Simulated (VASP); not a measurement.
# TiC in VASP: single point with PBE+D3(BJ)

Aim: the single point of TiC with PBE+D3(BJ).

Program: VASP 6.6.1. These are calculated values, not measurements. Logs are shortened: lines on timing, memory, paths and dates and some standing lists are left out, and cuts for length are marked.

### 1 The cell of the first run

The cell holds a slab with vacuum, 24 atoms: a = 6.069 Å, b = 6.069 Å, c = 22.194 Å, α = 90.00°, β = 90.00°, γ = 120.00°.

### 2 Single point, PBE+D3(BJ)

INCAR reads:

```
SYSTEM = TiC
PREC = Accurate ; ENCUT = 520
EDIFF = 1E-7 ; ISMEAR = 0
SIGMA = 0.1 ; LREAL = Auto
LASPH = .True. ; NELM = 100
ALGO = Normal ; ISIF = 2
LWAVE = .False. ; LCHARG = .True.
LDIPOL = .True. ; IDIPOL = 3
DIPOL = 0.5 0.5 0.500 ; GGA = PE
IVDW = 12 ; LELF = .True.
LVHAR = .True. ; LVACPOTAV = .True.
NBANDS = 114
```

KPOINTS reads:

```
regular mesh
0
Gamma
  4 4 1
  0 0 0
```

POSCAR reads:

```
TiC
1.0
    6.0686302345      0.0000000000      0.0000000000
   -3.0343151173      5.2555879493      0.0000000000
    0.0000000000      0.0000000000     22.1937697968
C Ti
12 12
Direct
    0.1666666667      0.3333333333      0.3604615202
    0.1666666667      0.8333333333      0.3604615202
    0.6666666667      0.3333333333      0.3604615202
    0.6666666667      0.8333333333      0.3604615202
    0.5000000000      0.5000000000      0.4720923040
    0.5000000000      0.0000000000      0.4720923040
    0.0000000000      0.5000000000      0.4720923040
    0.0000000000      0.0000000000      0.4720923040
    0.8333333333      0.6666666667      0.5876857495
    0.8333333333      0.1666666667      0.5876857495
    0.3333333333      0.6666666667      0.5876857495
    0.3333333333      0.1666666667      0.5876857495
    0.3333333333      0.1666666667      0.4162769121
    0.3333333333      0.6666666667      0.4162769121
    0.8333333333      0.1666666667      0.4162769121
    0.8333333333      0.6666666667      0.4162769121
    0.6666666667      0.3333333333      0.5271036228
    0.6666666667      0.8333333333      0.5271036228
    0.1666666667      0.3333333333      0.5271036228
    0.1666666667      0.8333333333      0.5271036228
    0.0000000000      0.5000000000      0.6349812510
    0.0000000000      0.0000000000      0.6349812510
    0.5000000000      0.5000000000      0.6349812510
    0.5000000000      0.0000000000      0.6349812510
```

Potentials or basis: VASP PAW PBE potentials, release 64 (C, Ti_sv).

On the command line:

```console
> cat potpaw_PBE.64/C/POTCAR potpaw_PBE.64/Ti_sv/POTCAR > POTCAR
> mpirun -np 1 vasp_std > vasp.out
```

OUTCAR:

```text
SYSTEM = TiC
   PREC = Accurate
   ENCUT = 520
   EDIFF = 1E-7
   ISMEAR = 0
   LREAL = Auto
   LASPH = .True.
   NELM = 100
   ISIF = 2
   GGA = PE
   IVDW = 12
 IVDW          = 12

 ion  position               nearest neighbor table
   1  0.167  0.333  0.360-  13 2.15  15 2.15  14 2.15
   2  0.167  0.833  0.360-  14 2.15  16 2.15  13 2.15
   3  0.667  0.333  0.360-  15 2.15  13 2.15  16 2.15
   4  0.667  0.833  0.360-  16 2.15  14 2.15  15 2.15
   5  0.500  0.500  0.472-  19 2.14  18 2.14  17 2.14  16 2.15  13 2.15  14 2.15
   6  0.500  0.000  0.472-  20 2.14  17 2.14  18 2.14  15 2.15  14 2.15  13 2.15
   7  0.000  0.500  0.472-  17 2.14  20 2.14  19 2.14  14 2.15  15 2.15  16 2.15
   8  0.000  0.000  0.472-  18 2.14  19 2.14  20 2.14  13 2.15  16 2.15  15 2.15
   9  0.833  0.667  0.588-  23 2.04  22 2.04  21 2.04  18 2.21  20 2.21  17 2.21
  10  0.833  0.167  0.588-  24 2.04  21 2.04  22 2.04  17 2.21  19 2.21  18 2.21
[... 8 lines left out ...]
  19  0.167  0.333  0.527-   5 2.14   8 2.14   7 2.14  12 2.21  10 2.21  11 2.21
  20  0.167  0.833  0.527-   6 2.14   7 2.14   8 2.14  11 2.21   9 2.21  12 2.21
  21  0.000  0.500  0.635-  11 2.04  10 2.04   9 2.04
  22  0.000  0.000  0.635-  12 2.04   9 2.04  10 2.04
  23  0.500  0.500  0.635-   9 2.04  12 2.04  11 2.04
  24  0.500  0.000  0.635-  10 2.04  11 2.04  12 2.04

  LATTYP: Found a hexagonal cell.
 ALAT       =     6.0686302345
 C/A-ratio  =     3.6571300177

  Lattice vectors:

 A1 = (   6.0686302345,   0.0000000000,   0.0000000000)
 A2 = (  -3.0343151173,   5.2555879493,   0.0000000000)
 A3 = (   0.0000000000,   0.0000000000,  22.1937697968)

Analysis of symmetry for initial positions (statically):
=====================================================================
 Subroutine PRICEL returns following result:

  LATTYP: Found a hexagonal cell.
 ALAT       =     3.0343151172
 C/A-ratio  =     7.3142600354

  Lattice vectors:

 A1 = (   3.0343151172,   0.0000000000,   0.0000000000)
 A2 = (  -1.5171575586,   2.6277939746,   0.0000000000)
 A3 = (   0.0000000000,   0.0000000000,  22.1937697968)

   4 primitive cells build up your supercell.

 Routine SETGRP: Setting up the symmetry group for a
 hexagonal supercell.

 Subroutine GETGRP returns: Found  6 space group operations
 (whereof  6 operations were pure point group operations)
 out of a pool of 24 trial point group operations.

The static configuration has the point symmetry C_3v.

Analysis of symmetry for dynamics (positions and initial velocities):
=====================================================================
 Subroutine PRICEL returns following result:

  LATTYP: Found a hexagonal cell.
 ALAT       =     3.0343151172
 C/A-ratio  =     7.3142600354

  Lattice vectors:

 A1 = (   3.0343151172,   0.0000000000,   0.0000000000)
 A2 = (  -1.5171575586,   2.6277939746,   0.0000000000)
 A3 = (   0.0000000000,   0.0000000000,  22.1937697968)

   4 primitive cells build up your supercell.

 Routine SETGRP: Setting up the symmetry group for a
 hexagonal supercell.

 Subroutine GETGRP returns: Found  6 space group operations
 (whereof  6 operations were pure point group operations)
 out of a pool of 24 trial point group operations.

The dynamic configuration has the point symmetry C_3v.

 Subroutine INISYM returns: Found  6 space group operations
 (whereof  6 operations are pure point group operations),
 and found     4 'primitive' translations

----------------------------------------------------------------------------------------

                                     Primitive cell

  volume of cell :     176.9632

  direct lattice vectors                    reciprocal lattice vectors
     3.034315117  0.000000000  0.000000000     0.329563661  0.190273669  0.000000000
    -1.517157559  2.627793975  0.000000000     0.000000000  0.380547337  0.000000000
     0.000000000  0.000000000 22.193769797     0.000000000  0.000000000  0.045057690

  length of vectors
     3.034315117  3.034315117 22.193769797     0.380547337  0.380547337  0.045057690

  position of ions in fractional coordinates (direct lattice)
     0.333333333  0.666666667  0.360461520
     1.000000000  1.000000000  0.472092304
     0.666666667  0.333333333  0.587685749
     0.666666667  0.333333333  0.416276912
     0.333333333  0.666666667  0.527103623
     1.000000000  1.000000000  0.634981251

  ion indices of the primitive-cell ions
   primitive index   ion index
                 1           1
                 2           7
                 3          12
                 4          13
                 5          19
                 6          21

----------------------------------------------------------------------------------------

 KPOINTS: regular mesh

Automatic generation of k-mesh.
 Grid dimensions read from file:
 generate k-points for:    4    4    1

 Generating k-lattice:

  Cartesian coordinates                     Fractional coordinates (reciprocal lattice)
     0.041195458  0.023784209  0.000000000     0.250000000 -0.000000000  0.000000000
     0.000000000  0.047568417  0.000000000     0.000000000  0.250000000  0.000000000
     0.000000000  0.000000000  0.045057690     0.000000000  0.000000000  1.000000000

  Length of vectors
     0.047568417  0.047568417  0.045057690

  Shift w.r.t. Gamma in fractional coordinates (k-lattice)
     0.000000000  0.000000000  0.000000000

 Subroutine IBZKPT returns following result:
 ===========================================

 Found      4 irreducible k-points:

 Following reciprocal coordinates:
            Coordinates               Weight
  0.000000  0.000000  0.000000      1.000000
  0.250000  0.000000  0.000000      6.000000
  0.500000  0.000000  0.000000      3.000000
  0.250000  0.250000  0.000000      6.000000
   k-points           NKPTS =      4   k-points in BZ     NKDIM =      4   number of bands    NBANDS=    114
   number of dos      NEDOS =    301   number of ions     NIONS =     24
   total plane-waves  NPLWV = 387072
   dimension x,y,z NGX =    48 NGY =   48 NGZ =  168
   dimension x,y,z NGXF=    96 NGYF=   96 NGZF=  336
   ions per type =              12  12
   NGX,Y,Z   is equivalent  to a cutoff of  13.15, 13.15, 12.58 a.u.
   NGXF,Y,Z  is equivalent  to a cutoff of  26.30, 26.30, 25.17 a.u.
 SYSTEM =  TiC
   PREC   = accura    normal or accurate (medium, high low for compatibility)
   ISTART =      0    job   : 0-new  1-cont  2-samecut
   ICHARG =      2    charge: 1-file 2-atom 10-const
   ISPIN  =      1    spin polarized calculation?
   LNONCOLLINEAR =      F non collinear calculations
   LSORBIT =      F    spin-orbit coupling
   LASPH  =      T    aspherical Exc in radial PAW
   ENCUT  =  520.0 eV  38.22 Ry    6.18 a.u.  11.28 11.28 41.27*2*pi/ulx,y,z
   NELM   =    100;   NELMIN=  2; NELMDL= -5     # of ELM steps
   EDIFF  = 0.1E-06   stopping-criterion for ELM
   LREAL  =      T    real-space projection
   EDIFFG = 0.1E-05   stopping-criterion for IOM
   NSW    =      0    number of steps for IOM
   IBRION =     -1    ionic relax: 0-MD 1-quasi-New 2-CG
   NFREE  =      0    steps in history (QN), initial steepest desc. (CG)
   ISIF   =      2    stress and relaxation
   ISYM   =      2    0-nonsym 1-usesym 2-fastsym
   POTIM  = 0.5000    time-step for ionic-motion
   TEBEG  =    0.0;   TEEND  =   0.0 temperature during run
   PSTRESS=    0.0 pullay stress
   NELECT =     192.0000    total number of electrons
   NUPDOWN=      -1.0000    fix difference up-down
   EMIN   =  10.00;   EMAX   =-10.00  energy-range for DOS
   EFERMI =   0.00;   METHOD = LEGACY
   ISMEAR =     0;   SIGMA  =   0.10  broadening in eV -4-tet -1-fermi 0-gaus
   EFERMI_NEDOS =   21; number of points for ismear=-14 and -15
   IALGO  =     38    algorithm
   IMIX   =      4    mixing-type and parameters
     AMIX     =   0.40;   BMIX     =  1.00
     AMIX_MAG =   1.60;   BMIX_MAG =  1.00
  volume/ion in A,a.u.               =      29.49       199.03
  Fermi-wavevector in a.u.,A,eV,Ry     =   1.059728  2.002595 15.279648  1.123022
  Thomas-Fermi vector in A             =   2.195083
   LORBIT       =      0    0 simple, 1 ext, 2 COOP (PROOUT), +10 PAW based schemes
   GGA     = PE    functional components
   LHFCALC =     F    Hartree Fock is set to
   AEXX    =    0.0000 exact exchange contribution
   IVDW    =    12    specifies the selected vdW correction
   LEPSILON=     F    determine dielectric tensor
   LRPA    =     F    only Hartree local field effects (RPA)
 non-spin polarized calculation
 Gauss-broadening in eV      SIGMA  =   0.10
  energy-cutoff  :      520.00
  volume of cell :      707.85
 maximum number of plane-waves:     19100
 NGX is ok and might be reduce to    48
   NGX = 23   NGY = 23   NGZ = 83

 dipolmoment           0.000000      0.000000      0.116629 electrons x Angstroem

 number of electron     191.9999980 magnetization

 dipolmoment           0.000000      0.000000     -0.383762 electrons x Angstroem

 Free energy of the ion-electron system (eV)
  ---------------------------------------------------
  ext. energy  EPLUGINS =         0.00000000
  ---------------------------------------------------
  free energy    TOTEN  =      -201.65873162 eV

  energy without entropy =     -201.54970100  energy(sigma->0) =     -201.60421631

 E-fermi :  -0.3148     XC(G=0):  -5.3260

 val. band max:       -0.3460362942   @ k =   0.2500   0.0000   0.0000
 cond. band min:      -0.2581471477   @ k =   0.2500   0.2500   0.0000
 fundamental gap:      0.0878891465
 Fermi energy:        -0.3147784712

 k-point     1 :       0.0000    0.0000    0.0000
  band No.  band energies     occupation
      1     -57.1970      2.00000
      2     -57.1405      2.00000
      3     -57.1405      2.00000
      4     -57.1405      2.00000
      5     -56.9752      2.00000
      6     -56.9228      2.00000
[... 100 lines left out ...]
    107       1.3797      0.00000
    108       1.3797      0.00000

 k-point     2 :       0.2500    0.0000    0.0000
  band No.  band energies     occupation
      1     -57.1888      2.00000
      2     -57.1488      2.00000
      3     -57.1405      2.00000
      4     -57.1405      2.00000
      5     -56.9676      2.00000
      6     -56.9305      2.00000
[... 100 lines left out ...]
    107       1.2344      0.00000
    108       1.5014      0.00000

 k-point     3 :       0.5000    0.0000    0.0000
  band No.  band energies     occupation
      1     -57.1689      2.00000
      2     -57.1689      2.00000
      3     -57.1406      2.00000
      4     -57.1406      2.00000
      5     -56.9491      2.00000
      6     -56.9491      2.00000
[... 100 lines left out ...]
    107       1.2211      0.00000
    108       1.2211      0.00000

 k-point     4 :       0.2500    0.2500    0.0000
  band No.  band energies     occupation
      1     -57.1747      2.00000
      2     -57.1547      2.00000
      3     -57.1547      2.00000
      4     -57.1347      2.00000
      5     -56.9545      2.00000
      6     -56.9360      2.00000
[... 100 lines left out ...]
    107       1.0127      0.00000
    108       1.2017      0.00000
 [bands above 108 left out]

------------------------ aborting loop because EDIFF is reached ----------------------------------------

 Edisp (eV)   -7.91051

 E8    (eV) :    -3.5198

  FORCE on cell =-STRESS in cart. coord.  units (eV):
  Direction    XX          YY          ZZ          XY          YZ          ZX
  --------------------------------------------------------------------------------------
  -------------------------------------------------------------------------------------
  Total      -1.51323    -1.51323    -3.69855     0.00000     0.00000     0.00000
  in kB      -3.42508    -3.42508    -8.37142     0.00000     0.00000     0.00000
  external pressure =       -5.07 kB  Pullay stress =        0.00 kB

 VOLUME and BASIS-vectors are now :
 -----------------------------------------------------------------------------
  energy-cutoff  :      520.00
  volume of cell :      707.85
      direct lattice vectors                 reciprocal lattice vectors
     6.068630234  0.000000000  0.000000000     0.164781831  0.095136834  0.000000000
    -3.034315117  5.255587949  0.000000000     0.000000000  0.190273669  0.000000000
     0.000000000  0.000000000 22.193769797     0.000000000  0.000000000  0.045057690

 POSITION                                       TOTAL-FORCE (eV/Angst)
 -----------------------------------------------------------------------------------
      0.00000      1.75186      8.00000         0.000000      0.000000      0.691037
     -1.51716      4.37966      8.00000         0.000000      0.000000      0.691037
      3.03432      1.75186      8.00000         0.000000      0.000000      0.691037
      1.51716      4.37966      8.00000        -0.000000      0.000000      0.691037
      1.51716      2.62779     10.47751        -0.000000     -0.000000     -0.105948
      3.03432      0.00000     10.47751        -0.000000     -0.000000     -0.105948
[... 16 lines left out ...]
      1.51716      2.62779     14.09263         0.000000     -0.000000      0.017592
      3.03432      0.00000     14.09263         0.000000     -0.000000      0.017592
 -----------------------------------------------------------------------------------
    total drift:                               -0.000002     -0.000000     -0.075151

  FREE ENERGIE OF THE ION-ELECTRON SYSTEM (eV)
  ---------------------------------------------------
  free  energy   TOTEN  =      -209.5692375471 eV

  energy  without entropy=     -209.4602069292  energy(sigma->0) =     -209.51472224

 vacuum level on the upper side and lower side of the slab         4.242         6.419
```

It took 24 min on 1 thread of AMD EPYC 7R13 (Zen 3), shared host; peak memory 0.83 GiB.

Results:

- Free energy: -209.5692 eV
- Largest force: 0.691 eV/Å
- Band gap on the k mesh: zero (band 96 reaches -0.03 eV, above the bottom of band 97 at -0.37 eV)
- Dispersion energy per atom: -0.330 eV

Forces in eV/Å, atoms in the order of the input:
```
C    0.000  0.000  0.691
C    0.000  0.000  0.691
C    0.000  0.000  0.691
C    0.000  0.000  0.691
C    0.000  0.000 -0.106
C    0.000  0.000 -0.106
C    0.000  0.000 -0.106
C    0.000  0.000 -0.106
C    0.000  0.000  0.005
C    0.000  0.000  0.005
C    0.000  0.000  0.005
C    0.000  0.000  0.005
Ti   0.000  0.000 -0.602
Ti   0.000  0.000 -0.602
Ti   0.000  0.000 -0.602
Ti   0.000  0.000 -0.602
Ti   0.000  0.000 -0.005
Ti   0.000  0.000 -0.005
Ti   0.000  0.000 -0.005
Ti   0.000  0.000 -0.005
Ti   0.000  0.000  0.018
Ti   0.000  0.000  0.018
Ti   0.000  0.000  0.018
Ti   0.000  0.000  0.018
```
